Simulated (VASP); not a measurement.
The system is CaSe.

```
Ca Se
1.0
     0.00000    3.05152    2.96754
     3.05152    0.00000    2.96754
     3.05152    3.05152    0.00000
Ca Se
1 1
Direct
  0.00000 0.00000 0.00000
  0.50000 0.50000 0.50000
```

This cell differs from its parent crystal: biaxial xy strain +2.8%.

Base run:

```yaml
Program: VASP 6.6.1
Functional: PBE
Potentials_or_basis: VASP PAW PBE potentials, release 64 (Ca_sv, Se)
Cutoff: 520 eV
k_mesh: 8 × 8 × 8
Occupations: fermi-dirac, width 0.02 eV
Spin: no spin polarisation
```

Its results: band gap on the k mesh 2.16 eV, indirect (least direct gap 2.98 eV); pressure -1.7 GPa.

Question: The run is repeated on the same cell with these changes: functional from PBE to r2SCAN; occupations from fermi-dirac, width 0.02 eV to gaussian, width 0.01 eV. What comes out?

Answer: Band gap on the k mesh 2.62 eV, indirect (least direct gap 3.46 eV); pressure -2.3 GPa.

Caveats: the PAW data sets were made with another functional, which shifts forces and pressure a little (some runs).

A k mesh can miss the band edges.
